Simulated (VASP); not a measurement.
A run of VASP 6.6.1 is set up as follows.

POSCAR

```
LiCl
1.0
    0.0000000000      5.4699890000      5.4699890000
    5.4699890000      0.0000000000      5.4699890000
    5.4699890000      5.4699890000      0.0000000000
Li Cl
8 8
Direct
   -0.0133273577      0.0057655509     -0.0023840085
   -0.0112013936      0.0096043155      0.5171556104
    0.0001657225      0.5022539351      0.0016008259
    0.0127424388      0.4996490852      0.4867514359
    0.5100800020      0.0022352879     -0.0130007574
    0.4932999865     -0.0114350321      0.5192894355
    0.5036633529      0.4926567494      0.0143982008
    0.4994880246      0.5054942524      0.4962850931
    0.1167154084      0.1224079244      0.1358960685
    0.1330822603      0.1143931916      0.6172296690
    0.1222461325      0.6249449496      0.1342395753
    0.1304251252      0.6205831493      0.6259085713
    0.6240268490      0.1285854505      0.1190821408
    0.6142065368      0.1350143483      0.6189542612
    0.6306445040      0.6275446806      0.1195017942
    0.6303640647      0.6283799657      0.6248945839
```

File INCAR.step1:

```
ALGO     = Normal         # electronic algorithm
EDIFF    = 1E-4           # SCF threshold, eV
ENCUT    = 520            # plane-wave cutoff, eV
GGA      = PE             # functional
ISMEAR   = -1             # smearing method
LASPH    = T              # aspherical terms in the spheres
LCHARG   = F              # write CHGCAR
LREAL    = Auto         
LWAVE    = T              # write WAVECAR
NBANDS   = 54             # bands
NELM     = 80             # most SCF steps
PREC     = Accurate       # precision mode
SIGMA    = 0.052          # smearing width, eV
```

Contents of INCAR.step2:

```
ALGO     = Normal         # electronic algorithm
EDIFF    = 1E-7           # SCF threshold, eV
ENCUT    = 520            # plane-wave cutoff, eV
ISIF     = 2              # what is computed and relaxed
ISMEAR   = -1             # smearing method
ISTART   = 1            
LASPH    = T              # aspherical terms in the spheres
LCHARG   = T              # write CHGCAR
LELF     = T              # ELF
LMIXTAU  = T            
LREAL    = Auto         
LVHAR    = T            
LWAVE    = F              # write WAVECAR
METAGGA  = R2SCAN         # meta-GGA
NBANDS   = 54             # bands
NELM     = 80             # most SCF steps
PREC     = Accurate       # precision mode
SIGMA    = 0.052          # smearing width, eV
```

KPOINTS

```
k-points
0
Gamma
  2 2 2
```

Potentials or basis: VASP PAW PBE potentials, release 64 (Li_sv, Cl).

Command:

```console
$ cat potpaw_PBE.64/Li_sv/POTCAR potpaw_PBE.64/Cl/POTCAR > POTCAR
$ cp INCAR.step1 INCAR
$ mpirun -np 1 vasp_std > vasp.out
$ cp INCAR.step2 INCAR
$ mpirun -np 1 vasp_std > vasp.out
```

**Question.** Predict the largest force.

**Answer.** 0.613 eV/Å.

**Question.** What does it give for the band gap on the k mesh?

**Answer.** 6.66 eV.

Forces in eV/Å, atoms in the order of the input:
```
Li  -0.019  0.260  0.165
Li  -0.517 -0.257 -0.207
Li  -0.143  0.068 -0.059
Li   0.263  0.227 -0.247
Li   0.281 -0.063 -0.235
Li  -0.218 -0.108  0.272
Li  -0.035 -0.249  0.118
Li   0.108  0.025  0.094
Cl  -0.117 -0.043  0.102
Cl   0.511  0.105  0.105
Cl  -0.273 -0.243  0.263
Cl   0.134 -0.106 -0.018
Cl   0.066  0.070 -0.203
Cl  -0.012  0.153  0.058
Cl   0.119  0.005  0.004
Cl  -0.151  0.155 -0.211
```

Caveat: the k points lie up to 0.50 Å⁻¹ apart; the atoms stand as in a frame of molecular dynamics; the structure was generated, so it needn't be the stable form of LiCl; the PAW data sets were made with another functional, which shifts forces and pressure a little.
